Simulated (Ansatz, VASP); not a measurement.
**Zr in VASP and in Ansatz**

Contents of INCAR:

```
SYSTEM = Zr
PREC     = Accurate       ! precision mode
ENCUT    = 520            ! plane-wave cutoff, eV
EDIFF    = 1E-6           ! SCF threshold, eV
ISMEAR   = -1             ! smearing method
SIGMA    = 0.1            ! smearing width, eV
LREAL    = .False.        ! projectors in reciprocal space
LASPH    = .True.         ! aspherical terms in the spheres
NELM     = 100            ! most SCF steps
ALGO     = Normal         ! electronic algorithm
ISIF     = 2              ! what is computed and relaxed
LWAVE    = .False.        ! write WAVECAR
LCHARG   = .False.        ! write CHGCAR
GGA      = PS             ! functional
NBANDS   = 25             ! bands
```

File KPOINTS:

```
regular mesh
0
Gamma
  8 8 11
  0 0 0
```

Contents of POSCAR:

```
Zr
1.0
    4.9089897207      0.0000000000      0.0000000000
   -2.4544948604      4.2513098051      0.0000000000
    0.0000000000      0.0000000000      3.0651466011
Zr
3
Direct
    1.0000000000      0.0000000000      1.0000000000
    0.3333333333      0.6666666667      0.5000000000
    0.6666666667      0.3333333333      0.5000000000
```

Input for Ansatz:

```yaml
crystal:
  lattice:
    - [4.9089897207, 0.0, 0.0]
    - [-2.4544948604, 4.2513098051, 0.0]
    - [0.0, 0.0, 3.0651466011]
  atoms:
    - { symbol: Zr, position: [1.0, 0.0, 1.0] }
    - { symbol: Zr, position: [0.3333333333, 0.6666666667, 0.5] }
    - { symbol: Zr, position: [0.6666666667, 0.3333333333, 0.5] }
hamiltonian:
  xc: pbesol
  pseudopotentials:
    kind: paw
    azcp:
      Zr: "pseudopotentials/Zr.paw.azcp"
basis:
  ecutwfc: 420
  fft_grid_basis: typed
kpoints:
  mp_grid: { grid: [8, 8, 11], shift: [0, 0, 0] }
magnetization:
  spin_polarized: false
scf:
  occupations: { method: fermi_dirac, width: 0.1 }
  lower_state_search: "off"
output:
  stress: true
```

Alike in both runs: task single point; functional PBEsol; k mesh 8 × 8 × 11; occupations fermi-dirac, width 0.1 eV; no spin polarisation.

|  | VASP | Ansatz |
| --- | --- | --- |
| version | VASP 6.6.1 | Ansatz 0.2.0 |
| potentials or method | VASP PAW PBE potentials, release 64 (Zr_sv), cutoff 520 eV | plane waves (420 eV) with PAW, scalar-relativistic |
| valence electrons in the cell | 36 | 36 |

Ansatz gave:

```
pressure (GPa) : 4.5
```

Problem. What did VASP give for the same quantities?

Solution. Pressure (GPa): 4.6.

VASP's potentials were made for PBE, not for PBEsol, and Ansatz warns of the same on its side.
